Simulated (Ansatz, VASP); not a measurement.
**Two plane-wave programs on MoS2**

```xyz
3
Lattice="3.1412 0.0000 0.0000 -1.5706 2.7203 0.0000 0.0000 0.0000 6.1247" Properties=species:S:1:pos:R:3 pbc="T T T"
Mo    0.0000    0.0000    3.0624
S     0.0000    1.8136    1.2764
S     1.5706    0.9068    4.4483
```

Change from the starting cell: all S atoms moved -0.200 Å, as atom 2 along Cartesian [0 0 1].

Alike in both runs: task single point; functional PBEsol; k mesh 18 × 18 × 8; occupations gaussian, width 0.15 eV; no spin polarisation.

|  | VASP | Ansatz |
| --- | --- | --- |
| version | VASP 6.6.1 | Ansatz 0.2.0 |
| potentials or method | VASP PAW PBE potentials, release 64 (Mo_sv, S), cutoff 520 eV | scalar-relativistic, plane waves, PAW |
| valence electrons in the cell | 26 | 26 |

```tsv
	VASP	Ansatz	Ansatz less VASP
gap on the k mesh at the Fermi level (eV)	none	none	-
pressure (GPa)	3.2	3.2	-0.01
traceless stress, the component that is largest in VASP (GPa)	-1.02	-1.06	-0.038
rms of the force components (eV/Å)	1.774	1.768	-0.0058
```

VASP's potentials were made for PBE, not for PBEsol. Atom by atom the forces differ by 0.006 eV/Å (rms over components). A gap of «none» marks a metal or a gap that the smearing closes.
